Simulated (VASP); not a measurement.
# Be2C (Fm-3m) in VASP: a series of runs

Be2C is run at these levels: PBEsol; tasks: single point.

Everything below comes from runs of VASP 6.6.1. Logs are shortened: lines on timing, memory, paths and dates and some standing lists are left out, and cuts for length are marked.

### 1 The cell of the first run

Symmetry: Fm-3m, No. 225, cubic system. The conventional cell has a = 4.330 Å, b = 4.330 Å, c = 4.330 Å, α = 90.00°, β = 90.00°, γ = 90.00°. Be (site symmetry -43m) has 4 C at 1.87 Å and 6 Be at 2.17 Å within 2.5 Å. Within 2.5 Å of C (site symmetry m-3m) lie 8 Be at 1.87 Å.

### 2 Single point, PBEsol

INCAR

```
SYSTEM = Be2C
  ALGO = Normal
  EDIFF = 1E-6
  ENCUT = 600
  GGA = PS
  GGA_COMPAT = .FALSE.
  ISIF = 2
  ISMEAR = 0
  LASPH = .TRUE.
  LCHARG = .FALSE.
  LREAL = .FALSE.
  LWAVE = .FALSE.
  NBANDS = 11
  NELM = 120
  PREC = Accurate
  SIGMA = 0.01
```

KPOINTS

```
k-points
0
G
  5 5 5
  0 0 0
```

POSCAR

```
Be2C
1.0
    0.0000000000      2.1650000000      2.1650000000
    2.1650000000      0.0000000000      2.1650000000
    2.1650000000      2.1650000000      0.0000000000
Be C
2 1
Direct
    0.2500000000      0.2500000000      0.2500000000
    0.7500000000      0.7500000000      0.7500000000
    0.0000000000      0.0000000000      0.0000000000
```

Potentials or basis: VASP PAW PBE potentials, release 64 (Be, C).

On the command line:

```sh
> cat potpaw_PBE.64/Be/POTCAR potpaw_PBE.64/C/POTCAR > POTCAR
> mpirun -np 1 vasp_std > vasp.out
```

OUTCAR:

```text
SYSTEM = Be2C
   EDIFF = 1E-6
   ENCUT = 600
   GGA = PS
   ISIF = 2
   ISMEAR = 0
   LASPH = .TRUE.
   LREAL = .FALSE.
   NELM = 120
   PREC = Accurate

 ion  position               nearest neighbor table
   1  0.250  0.250  0.250-   3 1.87   3 1.87   3 1.87   3 1.87   2 2.17   2 2.17   2 2.17   2 2.17
                             2 2.17   2 2.17
   2  0.750  0.750  0.750-   3 1.87   3 1.87   3 1.87   3 1.87   1 2.17   1 2.17   1 2.17   1 2.17
                             1 2.17   1 2.17
   3  0.000  0.000  0.000-   2 1.87   2 1.87   2 1.87   1 1.87   2 1.87   1 1.87   1 1.87   1 1.87

  LATTYP: Found a face centered cubic cell.
 ALAT       =     4.3300000000

  Lattice vectors:

 A1 = (   0.0000000000,   2.1650000000,   2.1650000000)
 A2 = (   2.1650000000,   0.0000000000,   2.1650000000)
 A3 = (   2.1650000000,   2.1650000000,   0.0000000000)

Analysis of symmetry for initial positions (statically):
=====================================================================
 Subroutine PRICEL returns:
 Original cell was already a primitive cell.

 Routine SETGRP: Setting up the symmetry group for a
 face centered cubic supercell.

 Subroutine GETGRP returns: Found 48 space group operations
 (whereof 48 operations were pure point group operations)
 out of a pool of 48 trial point group operations.

The static configuration has the point symmetry O_h .

Analysis of symmetry for dynamics (positions and initial velocities):
=====================================================================
 Subroutine PRICEL returns:
 Original cell was already a primitive cell.

 Routine SETGRP: Setting up the symmetry group for a
 face centered cubic supercell.

 Subroutine GETGRP returns: Found 48 space group operations
 (whereof 48 operations were pure point group operations)
 out of a pool of 48 trial point group operations.

The dynamic configuration has the point symmetry O_h .

 Subroutine INISYM returns: Found 48 space group operations
 (whereof 48 operations are pure point group operations),
 and found     1 'primitive' translations

----------------------------------------------------------------------------------------

                                     Primitive cell

  volume of cell :      20.2957

  direct lattice vectors                    reciprocal lattice vectors
     0.000000000  2.165000000  2.165000000    -0.230946882  0.230946882  0.230946882
     2.165000000  0.000000000  2.165000000     0.230946882 -0.230946882  0.230946882
     2.165000000  2.165000000  0.000000000     0.230946882  0.230946882 -0.230946882

  length of vectors
     3.061772363  3.061772363  3.061772363     0.400011734  0.400011734  0.400011734

  position of ions in fractional coordinates (direct lattice)
     0.250000000  0.250000000  0.250000000
     0.750000000  0.750000000  0.750000000
     0.000000000  0.000000000  0.000000000

  ion indices of the primitive-cell ions
   primitive index   ion index
                 1           1
                 2           2
                 3           3

----------------------------------------------------------------------------------------

 KPOINTS: k-points

Automatic generation of k-mesh.
 Grid dimensions read from file:
 generate k-points for:    5    5    5

 Generating k-lattice:

  Cartesian coordinates                     Fractional coordinates (reciprocal lattice)
    -0.046189376  0.046189376  0.046189376     0.200000000  0.000000000  0.000000000
     0.046189376 -0.046189376  0.046189376     0.000000000  0.200000000  0.000000000
     0.046189376  0.046189376 -0.046189376     0.000000000  0.000000000  0.200000000

  Length of vectors
     0.080002347  0.080002347  0.080002347

  Shift w.r.t. Gamma in fractional coordinates (k-lattice)
     0.000000000  0.000000000  0.000000000

 Subroutine IBZKPT returns following result:
 ===========================================

 Found     10 irreducible k-points:

 Following reciprocal coordinates:
            Coordinates               Weight
  0.000000  0.000000  0.000000      1.000000
  0.200000  0.000000  0.000000      8.000000
  0.400000  0.000000  0.000000      8.000000
  0.200000  0.200000  0.000000      6.000000
  0.400000  0.200000  0.000000     24.000000
 -0.400000  0.200000  0.000000     24.000000
 -0.200000  0.200000  0.000000     12.000000
  0.400000  0.400000  0.000000      6.000000
 -0.400000  0.400000  0.000000     12.000000
 -0.400000  0.400000  0.200000     24.000000
   k-points           NKPTS =     10   k-points in BZ     NKDIM =     10   number of bands    NBANDS=     11
   number of dos      NEDOS =    301   number of ions     NIONS =      3
   total plane-waves  NPLWV =  13824
   dimension x,y,z NGX =    24 NGY =   24 NGZ =   24
   dimension x,y,z NGXF=    48 NGYF=   48 NGZF=   48
   ions per type =               2   1
   NGX,Y,Z   is equivalent  to a cutoff of  13.03, 13.03, 13.03 a.u.
   NGXF,Y,Z  is equivalent  to a cutoff of  26.06, 26.06, 26.06 a.u.
 SYSTEM =  Be2C
   PREC   = accura    normal or accurate (medium, high low for compatibility)
   ISTART =      0    job   : 0-new  1-cont  2-samecut
   ICHARG =      2    charge: 1-file 2-atom 10-const
   ISPIN  =      1    spin polarized calculation?
   LNONCOLLINEAR =      F non collinear calculations
   LSORBIT =      F    spin-orbit coupling
   LASPH  =      T    aspherical Exc in radial PAW
   ENCUT  =  600.0 eV  44.10 Ry    6.64 a.u.   6.12  6.12  6.12*2*pi/ulx,y,z
   NELM   =    120;   NELMIN=  2; NELMDL= -5     # of ELM steps
   EDIFF  = 0.1E-05   stopping-criterion for ELM
   LREAL  =      F    real-space projection
   EDIFFG = 0.1E-04   stopping-criterion for IOM
   NSW    =      0    number of steps for IOM
   IBRION =     -1    ionic relax: 0-MD 1-quasi-New 2-CG
   NFREE  =      0    steps in history (QN), initial steepest desc. (CG)
   ISIF   =      2    stress and relaxation
   ISYM   =      2    0-nonsym 1-usesym 2-fastsym
   POTIM  = 0.5000    time-step for ionic-motion
   TEBEG  =    0.0;   TEEND  =   0.0 temperature during run
   PSTRESS=    0.0 pullay stress
   NELECT =       8.0000    total number of electrons
   NUPDOWN=      -1.0000    fix difference up-down
   EMIN   =  10.00;   EMAX   =-10.00  energy-range for DOS
   EFERMI =   0.00;   METHOD = LEGACY
   ISMEAR =     0;   SIGMA  =   0.01  broadening in eV -4-tet -1-fermi 0-gaus
   EFERMI_NEDOS =   21; number of points for ismear=-14 and -15
   IALGO  =     38    algorithm
   IMIX   =      4    mixing-type and parameters
     AMIX     =   0.40;   BMIX     =  1.00
     AMIX_MAG =   1.60;   BMIX_MAG =  1.00
  volume/ion in A,a.u.               =       6.77        45.65
  Fermi-wavevector in a.u.,A,eV,Ry     =   1.200338  2.268310 19.603432  1.440812
  Thomas-Fermi vector in A             =   2.336177
   LORBIT       =      0    0 simple, 1 ext, 2 COOP (PROOUT), +10 PAW based schemes
   GGA     = PS    functional components
   LHFCALC =     F    Hartree Fock is set to
   AEXX    =    0.0000 exact exchange contribution
   IVDW    =     0    specifies the selected vdW correction
   LEPSILON=     F    determine dielectric tensor
   LRPA    =     F    only Hartree local field effects (RPA)
 non-spin polarized calculation
 Gauss-broadening in eV      SIGMA  =   0.01
  energy-cutoff  :      600.00
  volume of cell :       20.30
 maximum number of plane-waves:       687
   NGX = 13   NGY = 13   NGZ = 13

 number of electron       8.0000000 magnetization

 Free energy of the ion-electron system (eV)
  ---------------------------------------------------
  ext. energy  EPLUGINS =         0.00000000
  ---------------------------------------------------
  free energy    TOTEN  =       -18.38925334 eV

  energy without entropy =      -18.38925334  energy(sigma->0) =      -18.38925334

 E-fermi :   7.7607     XC(G=0): -11.5098

 val. band max:        7.6984679794   @ k =   0.0000   0.0000   0.0000
 cond. band min:       9.2158942036   @ k =   0.4000   0.4000   0.0000
 fundamental gap:      1.5174262242
 Fermi energy:         7.7607354709

 k-point     1 :       0.0000    0.0000    0.0000
  band No.  band energies     occupation
      1      -7.3372      2.00000
      2       7.6985      2.00000
      3       7.6985      2.00000
      4       7.6985      2.00000
      5      11.7730      0.00000
      6      11.7730      0.00000
      7      11.7730      0.00000
      8      14.3949      0.00000
      9      20.7665      0.00000
     10      20.7665      0.00000
     11      20.7665      0.00000

 k-point     2 :       0.2000    0.0000    0.0000
  band No.  band energies     occupation
      1      -6.7038      2.00000
      2       4.0226      2.00000
      3       6.8009      2.00000
      4       6.8009      2.00000
      5      12.9616      0.00000
      6      12.9616      0.00000
      7      13.5214      0.00000
      8      15.7460      0.00000
      9      18.8189      0.00000
     10      18.8189      0.00000
     11      22.2423      0.00000

 k-point     3 :       0.4000    0.0000    0.0000
  band No.  band energies     occupation
      1      -5.0155      2.00000
      2      -0.1785      2.00000
      3       5.9662      2.00000
      4       5.9662      2.00000
      5      12.7953      0.00000
      6      12.7953      0.00000
      7      14.5418      0.00000
      8      17.1967      0.00000
      9      21.0626      0.00000
     10      21.0626      0.00000
     11      24.3988      0.00000
[... 71 lines left out ...]
 k-point     9 :      -0.4000    0.4000    0.0000
  band No.  band energies     occupation
      1      -3.5496      2.00000
      2       1.2160      2.00000
      3       1.2744      2.00000
      4       3.4223      2.00000
      5      10.4331      0.00000
      6      15.0086      0.00000
      7      19.7038      0.00000
      8      19.7346      0.00000
      9      21.0175      0.00000
     10      21.5523      0.00000
     11      24.7615      0.00000

 k-point    10 :      -0.4000    0.4000    0.2000
  band No.  band energies     occupation
      1      -3.8499      2.00000
      2       0.8397      2.00000
      3       2.3018      2.00000
      4       3.1114      2.00000
      5      12.7650      0.00000
      6      15.4708      0.00000
      7      15.7534      0.00000
      8      20.1753      0.00000
      9      20.2022      0.00000
     10      21.4439      0.00000
     11      25.6397      0.00000

------------------------ aborting loop because EDIFF is reached ----------------------------------------

  FORCE on cell =-STRESS in cart. coord.  units (eV):
  Direction    XX          YY          ZZ          XY          YZ          ZX
  --------------------------------------------------------------------------------------
  -------------------------------------------------------------------------------------
  Total       -0.2759922     -0.2759922     -0.2759922      0.0000000      0.0000000     -0.0000000
  in kB      -21.7873129    -21.7873129    -21.7873129      0.0000000      0.0000000     -0.0000000
  external PRESSURE =     -21.7873129 kB  Pullay stress =       0.0000000 kB

 VOLUME and BASIS-vectors are now :
 -----------------------------------------------------------------------------
  energy-cutoff  :      600.00
  volume of cell :       20.30
      direct lattice vectors                 reciprocal lattice vectors
     0.000000000  2.165000000  2.165000000    -0.230946882  0.230946882  0.230946882
     2.165000000  0.000000000  2.165000000     0.230946882 -0.230946882  0.230946882
     2.165000000  2.165000000  0.000000000     0.230946882  0.230946882 -0.230946882

 POSITION                                       TOTAL-FORCE (eV/Angst)
 -----------------------------------------------------------------------------------
      1.08250      1.08250      1.08250        -0.000000     -0.000000     -0.000000
      3.24750      3.24750      3.24750         0.000000     -0.000000      0.000000
      0.00000      0.00000      0.00000        -0.000000      0.000000     -0.000000
 -----------------------------------------------------------------------------------
    total drift:                               -0.000000     -0.000000      0.000000

  FREE ENERGIE OF THE ION-ELECTRON SYSTEM (eV)
  ---------------------------------------------------
  free  energy   TOTEN  =       -18.3892533428 eV

  energy  without entropy=      -18.3892533428  energy(sigma->0) =      -18.38925334
```

Run time: 2.2 s. Hardware: 1 thread of AMD EPYC 9R45 (Zen 5), shared host; peak memory 0.1 GiB.

Results:

* Free energy: -18.3893 eV
* Pressure: -2.2 GPa
* Band gap on the k mesh: 1.52 eV, indirect (least direct gap 4.07 eV)

Caveat: the k points lie up to 0.50 Å⁻¹ apart; the PAW data sets were made with another functional, which shifts forces and pressure a little. A k mesh can miss the band edges.

### 3 Single point, PBEsol

INCAR

```
PREC = Accurate ; ENCUT = 600
EDIFF = 1E-6 ; ISMEAR = 0
SIGMA = 0.01 ; LREAL = F
LASPH = T ; NELM = 120
ALGO = Normal ; ISIF = 2
LWAVE = F ; LCHARG = F
GGA = PS ; NBANDS = 11
GGA_COMPAT = F
```

KPOINTS

```
Automatic mesh
0
Gamma
  5 5 5
```

POSCAR is that of step 2.

Potentials or basis: VASP PAW PBE potentials, release 64 (Be, C).

On the command line:

```sh
> cat potpaw_PBE.64/Be/POTCAR potpaw_PBE.64/C/POTCAR > POTCAR
> mpirun -np 1 vasp_std > vasp.out
```

Wall time 2.3 s (1 thread of AMD EPYC 9R45 (Zen 5), shared host); peak memory 0.1 GiB.

It converged, with:

```yaml
Free_energy: -18.3893 eV
Pressure: -2.2 GPa
Band_gap_on_the_k_mesh: 1.52 eV, indirect (least direct gap 4.07 eV)
```

Levels at points of the mesh, in eV from the valence-band top:
```csv
k point,band 2,band 3,band 4,band 5,band 6,band 7
"(0.00, 0.00, 0.00)",0.00,0.00,0.00,4.07,4.07,4.07
```

Caveat: the k points lie up to 0.50 Å⁻¹ apart; the PAW data sets were made with another functional, which shifts forces and pressure a little.
